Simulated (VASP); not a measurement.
Set up this calculation in VASP 6.6.1, as the native input.

* Task: single point
* Functional: r2SCAN
* Potentials or basis: VASP PAW PBE potentials, release 64 (Sc_sv, N, Al)
* Cutoff: 520 eV
* k mesh: 8 × 8 × 6
* Occupations: gaussian, width 0.01 eV
* Spin: no spin polarisation
* Dipole correction: no
* Further INCAR settings: ALGO = Normal; EDIFF = 1e-06; NBANDS = 20

ScAlN2:

```xyz
4
Lattice="3.1043 0.0000 0.0000 0.0000 3.1043 0.0000 0.0000 0.0000 4.4037" Properties=species:S:1:pos:R:3 pbc="T T T"
Sc    0.0000    0.0000    0.0000
N     0.0000    0.0000    2.2018
N     1.5522    1.5522    0.0000
Al    1.5522    1.5522    2.2018
```

This cell differs from its parent crystal: volume changed by +6%.

The input as run:

POSCAR

```
ScAlN2
1.0
    3.1043219107      0.0000000000      0.0000000000
    0.0000000000      3.1043219107      0.0000000000
    0.0000000000      0.0000000000      4.4036881841
Sc N Al
1 2 1
Direct
    0.0000000000      0.0000000000      0.0000000000
    0.0000000000      0.0000000000      0.5000000000
    0.5000000000      0.5000000000      0.0000000000
    0.5000000000      0.5000000000      0.5000000000
```

INCAR.step1

```
PREC     = Accurate       # precision mode
ENCUT    = 520            # plane-wave cutoff, eV
ISMEAR   = 0              # smearing method
SIGMA    = 0.01           # smearing width, eV
LREAL    = False          # projectors in reciprocal space
LASPH    = True           # aspherical terms in the spheres
NELM     = 60             # most SCF steps
NBANDS   = 20             # bands
GGA      = PE             # functional
ALGO     = Normal         # electronic algorithm
EDIFF    = 1E-4           # SCF threshold, eV
LWAVE    = True           # write WAVECAR
LCHARG   = False          # write CHGCAR
```

INCAR.step2

```
PREC     = Accurate       # precision mode
ENCUT    = 520            # plane-wave cutoff, eV
EDIFF    = 1E-6           # SCF threshold, eV
ISMEAR   = 0              # smearing method
SIGMA    = 0.01           # smearing width, eV
LREAL    = False          # projectors in reciprocal space
LASPH    = True           # aspherical terms in the spheres
NELM     = 60             # most SCF steps
ALGO     = Normal         # electronic algorithm
ISIF     = 2              # what is computed and relaxed
LWAVE    = False          # write WAVECAR
LCHARG   = True           # write CHGCAR
METAGGA  = R2SCAN         # meta-GGA
LMIXTAU  = True         
LELF     = True           # ELF
LVHAR    = True         
NBANDS   = 20             # bands
ISTART   = 1
```

KPOINTS

```
regular mesh
0
Gamma
  8 8 6
```

Potentials or basis: VASP PAW PBE potentials, release 64 (Sc_sv, N, Al).

Launch:

```console
$ cat potpaw_PBE.64/Sc_sv/POTCAR potpaw_PBE.64/N/POTCAR potpaw_PBE.64/Al/POTCAR > POTCAR
$ cp INCAR.step1 INCAR
$ mpirun -np 1 vasp_std > vasp.out
$ cp INCAR.step2 INCAR
$ mpirun -np 1 vasp_std > vasp.out
```

It gave:

```json
{"Pressure": "-11.2 GPa", "Band gap on the k mesh": "1.23 eV, direct"}
```

Caveat: the PAW data sets were made with another functional, which shifts forces and pressure a little.

Run time: 58 s on 1 thread of Intel(R) Xeon(R) 6975P-C (Granite Rapids), with other jobs on the host, peak memory 0.2 GiB.
